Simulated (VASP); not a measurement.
# Zr4Nb4CuNi7 in VASP: further runs

The runs below take Zr4Nb4CuNi7 through single point, with PBE.

Program: VASP 6.6.1. These are calculated values, not measurements. Logs are shortened: lines on timing, memory, paths and dates and some standing lists are left out, and cuts for length are marked.

## 1. The cell of the first run

The cell holds an amorphous packing of atoms, 16 atoms: a = 6.391 Å, b = 6.329 Å, c = 6.170 Å, α = 87.56°, β = 89.54°, γ = 92.75°.

## 2. Single point, PBE

Input file INCAR:

```
SYSTEM = Zr4Nb4CuNi7
PREC = Accurate
ENCUT = 520
EDIFF = 1E-6
ISMEAR = -1
SIGMA = 0.1853
LREAL = Auto
LASPH = .TRUE.
NELM = 100
ALGO = Normal
ISIF = 2
LWAVE = .FALSE.
LCHARG = .TRUE.
GGA = PE
LELF = .TRUE.
LVHAR = .TRUE.
ISYM = 0
NBANDS = 104
```

Input file KPOINTS:

```
Automatic mesh
0
Gamma
  1 1 1
  0.25 0.25 0.25
```

Input file POSCAR:

```
Zr4Nb4CuNi7
1.0
    6.3887080000     -0.1527840000      0.0266330000
   -0.1527840000      6.3258630000      0.1331170000
    0.0266330000      0.1331170000      6.1681230000
Ni Nb Zr Cu
7 4 4 1
Direct
    0.0313404882      0.7229361345      0.5802893716
    0.0150956870      0.3311318420      0.3509071851
    0.1973101193      0.5413124980      0.1589438381
    0.2073031385      0.1765378401      0.7141492976
    0.5273915751      0.1060662186      0.6167704119
    0.5666317897      0.5342880521      0.0174451892
    0.3377701393      0.4924685260      0.5865475178
    0.2950009180      0.8158426432      0.8387330660
    0.2131603318      0.1701508558      0.1161045150
    0.6010273059      0.0879411399      0.0303023106
    0.7120996847      0.7467330065      0.7244735216
    0.9323662023      0.3806043820      0.8075637236
    0.4454202122      0.8318253690      0.3732187289
    0.8752453372      0.7672941445      0.1470874845
    0.6634928007      0.3622450326      0.3285578488
    0.9195659032      0.0598390286      0.5324748889
```

Potentials or basis: VASP PAW PBE potentials, release 64 (Ni, Nb_sv, Zr_sv, Cu).

Started as:

```
> cat potpaw_PBE.64/Ni/POTCAR potpaw_PBE.64/Nb_sv/POTCAR potpaw_PBE.64/Zr_sv/POTCAR potpaw_PBE.64/Cu/POTCAR > POTCAR
> mpirun -np 1 vasp_std > vasp.out
```

OUTCAR:

```text
SYSTEM = Zr4Nb4CuNi7
   PREC = Accurate
   ENCUT = 520
   EDIFF = 1E-6
   ISMEAR = -1
   LREAL = Auto
   LASPH = .TRUE.
   NELM = 100
   ISIF = 2
   GGA = PE
   ISYM = 0

 ion  position               nearest neighbor table
   1  0.031  0.723  0.580-  11 2.23  16 2.29   8 2.40   7 2.50  12 2.58  14 2.87   2 2.90  13 2.97

   2  0.015  0.331  0.351-   3 2.06  16 2.07   9 2.23  15 2.27   7 2.72   4 2.73  12 2.90   1 2.90
                            14 3.16  12 3.40
   3  0.197  0.541  0.159-   2 2.06   9 2.38   6 2.51  14 2.56   8 2.63  13 2.76   7 2.80  12 2.95
                            15 3.40
   4  0.207  0.177  0.714-   5 2.20   7 2.24  16 2.27  12 2.31   8 2.47   9 2.48   2 2.73  13 3.49

   5  0.527  0.106  0.617-   4 2.20  13 2.39  15 2.48  16 2.59  10 2.60   8 2.64  11 2.67   7 2.78
                            12 3.30
   6  0.567  0.534  0.017-  15 2.27  11 2.36   3 2.51  14 2.56   8 2.75  10 2.84  12 2.89   7 3.06
                            13 3.07
   7  0.338  0.492  0.587-   4 2.24   1 2.50  13 2.53   8 2.65   2 2.72   5 2.78  15 2.79   3 2.80
                            12 2.96  11 2.97   6 3.06
   8  0.295  0.816  0.839-   1 2.40   4 2.47   3 2.63   5 2.64   7 2.65   6 2.75  11 2.81  10 2.84
                             9 2.94  13 3.02  14 3.27  13 3.45
   9  0.213  0.170  0.116-   2 2.23   3 2.38   4 2.48  10 2.61   8 2.94  12 2.95  13 3.06  14 3.26
                            15 3.37
  10  0.601  0.088  0.030-   5 2.60  15 2.60   9 2.61  13 2.76  14 2.82   8 2.84   6 2.84  12 3.03
                            11 3.03
  11  0.712  0.747  0.724-   1 2.23   6 2.36  16 2.57   5 2.67  12 2.80   8 2.81  13 2.82  14 2.82
                             7 2.97  10 3.03
  12  0.932  0.381  0.808-   4 2.31   1 2.58  16 2.70  11 2.80   6 2.89   2 2.90   3 2.95   9 2.95
                             7 2.96  10 3.03   5 3.30  14 3.32   2 3.40  15 3.43  15 3.63
  13  0.445  0.832  0.373-   5 2.39   7 2.53   3 2.76  10 2.76  11 2.82   1 2.97   8 3.02   9 3.06
                             6 3.07  14 3.12  15 3.36   8 3.45   4 3.49  15 3.57
  14  0.875  0.767  0.147-   6 2.56   3 2.56  10 2.82  11 2.82   1 2.87  15 3.01  16 3.08  13 3.12
                             2 3.16   9 3.26   8 3.27  12 3.32
  15  0.663  0.362  0.329-   2 2.27   6 2.27   5 2.48  10 2.60   7 2.79  16 2.84  14 3.01  13 3.36
                             9 3.37   3 3.40  12 3.43  13 3.57  12 3.63
  16  0.920  0.060  0.532-   2 2.07   4 2.27   1 2.29  11 2.57   5 2.59  12 2.70  15 2.84  14 3.08

IMPORTANT INFORMATION: All symmetrisations will be switched off!
NOSYMM: (Re-)initialisation of all symmetry stuff for point group C_1.

----------------------------------------------------------------------------------------

                                     Primitive cell

  volume of cell :     249.0163

  direct lattice vectors                    reciprocal lattice vectors
     6.388708000 -0.152784000  0.026633000     0.156620176  0.003798690 -0.000758243
    -0.152784000  6.325863000  0.133117000     0.003798690  0.158245156 -0.003431561
     0.026633000  0.133117000  6.168123000    -0.000758243 -0.003431561  0.162201207

  length of vectors
     6.390590127  6.329107819  6.169616746     0.156668071  0.158327935  0.162239274

  position of ions in fractional coordinates (direct lattice)
     0.031340488  0.722936135  0.580289372
     0.015095687  0.331131842  0.350907185
     0.197310119  0.541312498  0.158943838
     0.207303139  0.176537840  0.714149298
     0.527391575  0.106066219  0.616770412
     0.566631790  0.534288052  0.017445189
[... 8 lines left out ...]
     0.663492801  0.362245033  0.328557849
     0.919565903  0.059839029  0.532474889

  ion indices of the primitive-cell ions
   primitive index   ion index
                 1           1
                 2           2
                 3           3
                 4           4
                 5           5
                 6           6
[... 8 lines left out ...]
                15          15
                16          16

----------------------------------------------------------------------------------------

 KPOINTS: Automatic mesh

Automatic generation of k-mesh.
 Grid dimensions read from file:
 generate k-points for:    1    1    1

 Generating k-lattice:

  Cartesian coordinates                     Fractional coordinates (reciprocal lattice)
     0.156620176  0.003798690 -0.000758243     1.000000000  0.000000000  0.000000000
     0.003798690  0.158245156 -0.003431561     0.000000000  1.000000000  0.000000000
    -0.000758243 -0.003431561  0.162201207     0.000000000 -0.000000000  1.000000000

  Length of vectors
     0.156668071  0.158327935  0.162239274

  Shift w.r.t. Gamma in fractional coordinates (k-lattice)
     0.250000000  0.250000000  0.250000000

 Subroutine IBZKPT returns following result:
 ===========================================

 Found      1 irreducible k-points:

 Following reciprocal coordinates:
            Coordinates               Weight
  0.250000  0.250000  0.250000      2.000000
   k-points           NKPTS =      1   k-points in BZ     NKDIM =      1   number of bands    NBANDS=    104
   number of dos      NEDOS =    301   number of ions     NIONS =     16
   total plane-waves  NPLWV = 110592
   dimension x,y,z NGX =    48 NGY =   48 NGZ =   48
   dimension x,y,z NGXF=    96 NGYF=   96 NGZF=   96
   ions per type =               7   4   4   1
   NGX,Y,Z   is equivalent  to a cutoff of  12.49, 12.61, 12.93 a.u.
   NGXF,Y,Z  is equivalent  to a cutoff of  24.97, 25.22, 25.87 a.u.
 SYSTEM =  Zr4Nb4CuNi7
   PREC   = accura    normal or accurate (medium, high low for compatibility)
   ISTART =      0    job   : 0-new  1-cont  2-samecut
   ICHARG =      2    charge: 1-file 2-atom 10-const
   ISPIN  =      1    spin polarized calculation?
   LNONCOLLINEAR =      F non collinear calculations
   LSORBIT =      F    spin-orbit coupling
   LASPH  =      T    aspherical Exc in radial PAW
   ENCUT  =  520.0 eV  38.22 Ry    6.18 a.u.  11.88 11.77 11.47*2*pi/ulx,y,z
   NELM   =    100;   NELMIN=  2; NELMDL= -5     # of ELM steps
   EDIFF  = 0.1E-05   stopping-criterion for ELM
   LREAL  =      T    real-space projection
   EDIFFG = 0.1E-04   stopping-criterion for IOM
   NSW    =      0    number of steps for IOM
   IBRION =     -1    ionic relax: 0-MD 1-quasi-New 2-CG
   NFREE  =      0    steps in history (QN), initial steepest desc. (CG)
   ISIF   =      2    stress and relaxation
   ISYM   =      0    0-nonsym 1-usesym 2-fastsym
   POTIM  = 0.5000    time-step for ionic-motion
   TEBEG  =    0.0;   TEEND  =   0.0 temperature during run
   PSTRESS=    0.0 pullay stress
   NELECT =     181.0000    total number of electrons
   NUPDOWN=      -1.0000    fix difference up-down
   EMIN   =  10.00;   EMAX   =-10.00  energy-range for DOS
   EFERMI =   0.00;   METHOD = LEGACY
   ISMEAR =    -1;   SIGMA  =   0.19  broadening in eV -4-tet -1-fermi 0-gaus
   EFERMI_NEDOS =   21; number of points for ismear=-14 and -15
   IALGO  =     38    algorithm
   IMIX   =      4    mixing-type and parameters
     AMIX     =   0.40;   BMIX     =  1.00
     AMIX_MAG =   1.60;   BMIX_MAG =  1.00
  volume/ion in A,a.u.               =      15.56       105.03
  Fermi-wavevector in a.u.,A,eV,Ry     =   1.471946  2.781574 29.478706  2.166624
  Thomas-Fermi vector in A             =   2.587020
   LORBIT       =      0    0 simple, 1 ext, 2 COOP (PROOUT), +10 PAW based schemes
   GGA     = PE    functional components
   LHFCALC =     F    Hartree Fock is set to
   AEXX    =    0.0000 exact exchange contribution
   IVDW    =     0    specifies the selected vdW correction
   LEPSILON=     F    determine dielectric tensor
   LRPA    =     F    only Hartree local field effects (RPA)
 non-spin polarized calculation
  energy-cutoff  :      520.00
  volume of cell :      249.02
 maximum number of plane-waves:      6710
 NGX is ok and might be reduce to    48
   NGX = 23   NGY = 23   NGZ = 23

 number of electron     180.9999980 magnetization

 Free energy of the ion-electron system (eV)
  ---------------------------------------------------
  ext. energy  EPLUGINS =         0.00000000
  ---------------------------------------------------
  free energy    TOTEN  =      -112.67883619 eV

  energy without entropy =     -111.11755540  energy(sigma->0) =     -111.89819580

 E-fermi :   9.9717     XC(G=0): -12.2084

 val. band max:        9.7845955380   @ k =   0.2500   0.2500   0.2500
 cond. band min:       9.9850311589   @ k =   0.2500   0.2500   0.2500
 fundamental gap:      0.2004356209
 Fermi energy:         9.9717133130

 k-point     1 :       0.2500    0.2500    0.2500
  band No.  band energies     occupation
      1     -44.8753      2.00000
      2     -44.8299      2.00000
      3     -44.5661      2.00000
      4     -44.3140      2.00000
      5     -38.7180      2.00000
      6     -38.6166      2.00000
[... 94 lines left out ...]
    101      11.4426      0.00071
    102      11.5345      0.00043
 [bands above 102 left out]

------------------------ aborting loop because EDIFF is reached ----------------------------------------

  FORCE on cell =-STRESS in cart. coord.  units (eV):
  Direction    XX          YY          ZZ          XY          YZ          ZX
  --------------------------------------------------------------------------------------
  -------------------------------------------------------------------------------------
  Total       27.8632911     30.3066114     20.7082571     -1.9005947    -10.0708215     -9.7734783
  in kB      179.2731181    194.9935026    133.2374491    -12.2284742    -64.7959197    -62.8828061
  external PRESSURE =     169.1680233 kB  Pullay stress =       0.0000000 kB

 VOLUME and BASIS-vectors are now :
 -----------------------------------------------------------------------------
  energy-cutoff  :      520.00
  volume of cell :      249.02
      direct lattice vectors                 reciprocal lattice vectors
     6.388708000 -0.152784000  0.026633000     0.156620176  0.003798690 -0.000758243
    -0.152784000  6.325863000  0.133117000     0.003798690  0.158245156 -0.003431561
     0.026633000  0.133117000  6.168123000    -0.000758243 -0.003431561  0.162201207

 POSITION                                       TOTAL-FORCE (eV/Angst)
 -----------------------------------------------------------------------------------
      0.10523      4.64565      3.67637         2.039058     -1.482114     -2.265024
      0.05520      2.13910      2.20892         0.186348      2.330296      1.880349
      1.18209      3.41528      1.05770         2.195259      2.632209     -1.493236
      1.31645      1.18015      4.43398         0.300227     -1.118504     -0.426099
      3.36957      0.67249      3.83248         1.335118      0.797465      0.875326
      3.53888      3.29558      0.19382        -2.019774     -0.147855     -0.999400
[... 8 lines left out ...]
      4.19227      2.23388      2.09248        -1.420380      0.682126      2.203408
      5.87988      0.30892      3.31683        -2.046064     -2.528753      0.404033
 -----------------------------------------------------------------------------------
    total drift:                               -0.001122      0.002520     -0.000337

  FREE ENERGIE OF THE ION-ELECTRON SYSTEM (eV)
  ---------------------------------------------------
  free  energy   TOTEN  =      -112.6788361896 eV

  energy  without entropy=     -111.1175554008  energy(sigma->0) =     -111.89819580
```

Run time: 3.4 min. Hardware: 1 thread of AMD EPYC 7R43 (Zen 3), shared host; peak memory 0.3 GiB.

Results:

* Free energy: -112.6788 eV
* Pressure: 16.9 GPa
* Largest force: 3.739 eV/Å

Forces in eV/Å, atoms in the order of the input:
```
Ni   2.039 -1.482 -2.265
Ni   0.186  2.330  1.880
Ni   2.195  2.632 -1.493
Ni   0.300 -1.119 -0.426
Ni   1.335  0.797  0.875
Ni  -2.020 -0.148 -0.999
Ni   0.513  0.257  0.099
Nb  -0.404 -0.618  1.593
Nb   1.171 -1.876 -0.295
Nb   0.434 -0.398 -1.919
Nb  -1.359  0.601 -0.770
Zr  -1.137  0.479  1.166
Zr  -1.312 -0.336 -1.449
Zr   1.526  0.726  1.396
Zr  -1.420  0.682  2.203
Cu  -2.046 -2.529  0.404
```

Caveat: the k points lie up to 1.02 Å⁻¹ apart. Spin polarisation is off, so any magnetic state and its effect on volume and gap are missing.

(Continued in part 2 of 2.)
